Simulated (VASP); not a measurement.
Input of a VASP 6.6.1 run:

The input INCAR:

```
SYSTEM = KTaO3
PREC     = Accurate       ! precision mode
ENCUT    = 600            ! plane-wave cutoff, eV
EDIFF    = 1E-6           ! SCF threshold, eV
ISMEAR   = 0              ! smearing method
SIGMA    = 0.01           ! smearing width, eV
LREAL    = .FALSE.        ! projectors in reciprocal space
LASPH    = .TRUE.         ! aspherical terms in the spheres
NELM     = 100            ! most SCF steps
ALGO     = Normal         ! electronic algorithm
ISIF     = 3              ! what is computed and relaxed
LWAVE    = .FALSE.        ! write WAVECAR
LCHARG   = .FALSE.        ! write CHGCAR
IBRION   = 2              ! ionic algorithm
NSW      = 80             ! ionic steps
EDIFFG   = -0.01          ! ionic threshold
```

KPOINTS

```
Automatic mesh
0
G
  4 4 4
  0 0 0
```

POSCAR

```
KTaO3
1.0
    3.9883000000      0.0000000000      0.0000000000
    0.0000000000      3.9883000000      0.0000000000
    0.0000000000      0.0000000000      3.9883000000
K Ta O
1 1 3
Direct
    0.5000000000      0.5000000000      0.5000000000
    0.0000000000      0.0000000000      0.0000000000
    0.5000000000      0.0000000000      0.0000000000
    0.0000000000      0.5000000000      0.0000000000
    0.0000000000      0.0000000000      0.5000000000
```

Potentials or basis: VASP PAW LDA potentials, release 64 (K_sv, Ta_pv, O).

Command:

```bash
$ cat potpaw_LDA.64/K_sv/POTCAR potpaw_LDA.64/Ta_pv/POTCAR potpaw_LDA.64/O/POTCAR > POTCAR
$ mpirun -np 1 vasp_std > vasp.out
```

Q: Predict the band gap on the k mesh.

A: 2.05 eV, indirect (least direct gap 2.66 eV).

Q: Predict the relaxed volume.

A: 12.41 Å³/atom.

The path:
| step | energy change (eV) | largest force (eV/Å) | pressure (GPa) | volume (Å³) |
| --- | --- | --- | --- | --- |
| 1 | 0.0000 | 0.0000 | -4.58 | 63.44 |
| 2 | 0.0209 | 0.0000 | 7.20 | 60.17 |
| 3 | -0.0203 | 0.0000 | -0.04 | 62.06 |

Caveat: spin-orbit coupling is left out, which moves the levels of the heavy elements. A k mesh can miss the band edges.
